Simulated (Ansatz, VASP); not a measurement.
# AgBr in VASP and in Ansatz

```
Ag Br
1.0
     0.00000    2.93960    2.93960
     2.93960    0.00000    2.93960
     2.93960    2.93960    0.00000
Ag Br
1 1
Direct
  0.50000 0.50000 0.50000
  0.00000 0.00000 0.00000
```

Alike in both runs: task single point; functional PBE; k mesh 10 × 10 × 10; occupations gaussian, width 0.05 eV; no spin polarisation.

|  | VASP | Ansatz |
| --- | --- | --- |
| version | VASP 6.6.1 | Ansatz 0.2.0 |
| potentials or method | VASP PAW PBE potentials, release 64 (Ag, Br), cutoff 500 eV | scalar-relativistic, plane waves, PAW |
| valence electrons in the cell | 18 | 26 |

Ansatz gave:

| Item | Value |
| --- | --- |
| gap on the k mesh at the Fermi level (eV) | 0.70 |
| least direct gap on the mesh (eV) | 2.38 |
| pressure (GPa) | -0.7 |

Q: Which values does VASP return?

A: gap on the k mesh at the Fermi level (eV): 0.70; least direct gap on the mesh (eV): 2.38; pressure (GPa): -0.8.

VASP's potentials hold 18 valence electrons a cell and Ansatz's 26, so a difference there can come from the potentials and not from the codes.
